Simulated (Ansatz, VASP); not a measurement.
**Two plane-wave programs on InSe**

The input POSCAR:

```
InSe
1.0
    1.6423826481      0.0000000000     -4.8022569849
    0.0000000000      4.1010986990      0.0000000000
   10.4810669846      0.0000000000      3.2078763060
In Se
4 4
Direct
    0.7238866935      0.0000000000      0.3881706646
    0.0738866935      0.5000000000      0.8881706646
   -0.0238866935      0.0000000000      0.6118293354
    0.6261133065      0.5000000000      0.1118293354
    0.9447410863      0.0000000000      0.1618440374
    0.2947410863      0.5000000000      0.6618440374
   -0.2447410863      0.0000000000      0.8381559626
    0.4052589137      0.5000000000      0.3381559626
```

The input INCAR.step1:

```
ALGO = Normal
EDIFF = 1E-4
ENCUT = 520
GGA = PE
ISMEAR = 0
LASPH = True
LCHARG = False
LREAL = False
LWAVE = True
NBANDS = 48
NELM = 80
PREC = Accurate
SIGMA = 0.05
```

Contents of INCAR.step2:

```
ALGO = Normal
EDIFF = 1E-7
ENCUT = 520
ISIF = 2
ISMEAR = 0
ISTART = 1
LASPH = True
LCHARG = True
LELF = True
LMIXTAU = True
LREAL = False
LVHAR = True
LWAVE = False
METAGGA = R2SCAN
NBANDS = 48
NELM = 80
PREC = Accurate
SIGMA = 0.05
```

Contents of KPOINTS:

```
k-points
0
Gamma
  5 7 3
```

Input for Ansatz:

```yaml
crystal:
  lattice:
    - [1.6423826481, 0.0, -4.8022569849]
    - [0.0, 4.101098699, 0.0]
    - [10.4810669846, 0.0, 3.207876306]
  atoms:
    - { symbol: In, position: [0.7238866935, 0.0, 0.3881706646] }
    - { symbol: In, position: [0.0738866935, 0.5, 0.8881706646] }
    - { symbol: In, position: [-0.0238866935, 0.0, 0.6118293354] }
    - { symbol: In, position: [0.6261133065, 0.5, 0.1118293354] }
    - { symbol: Se, position: [0.9447410863, 0.0, 0.1618440374] }
    - { symbol: Se, position: [0.2947410863, 0.5, 0.6618440374] }
    - { symbol: Se, position: [-0.2447410863, 0.0, 0.8381559626] }
    - { symbol: Se, position: [0.4052589137, 0.5, 0.3381559626] }
basis:
  ecutwfc: 500
kpoints:
  mp_grid: { grid: [5, 7, 3] }
hamiltonian:
  xc: r2scan
scf:
  occupations: { method: gaussian, width: 0.05 }
output:
  forces: true
  stress: true
  eigenvalues: true
```

Alike in both runs: task single point; functional r2SCAN; k mesh 5 × 7 × 3; occupations gaussian, width 0.05 eV; no spin polarisation.

```csv
,VASP,Ansatz
version,VASP 6.6.1,Ansatz 0.2.0
potentials or method,"VASP PAW PBE potentials, release 64 (In_d, Se), cutoff 520 eV","scalar-relativistic, plane waves, PAW"
valence electrons in the cell,76,116
```

VASP gave:

- gap on the k mesh at the Fermi level (eV): 0.49
- least direct gap on the mesh (eV): 0.56
- pressure (GPa): 0.4
- traceless stress, the component that is largest in VASP (GPa): 2.48
- rms of the force components (eV/Å): 0.345

Estimate Ansatz's values.

gap on the k mesh at the Fermi level (eV): 0.49; least direct gap on the mesh (eV): 0.57; pressure (GPa): 0.3; traceless stress, the component that is largest in VASP (GPa): 2.47; rms of the force components (eV/Å): 0.342.

VASP's potentials were made for PBE, not for r2SCAN. Atom by atom the forces differ by 0.007 eV/Å (rms over components). VASP's potentials hold 76 valence electrons a cell and Ansatz's 116, so a difference there can come from the potentials and not from the codes.
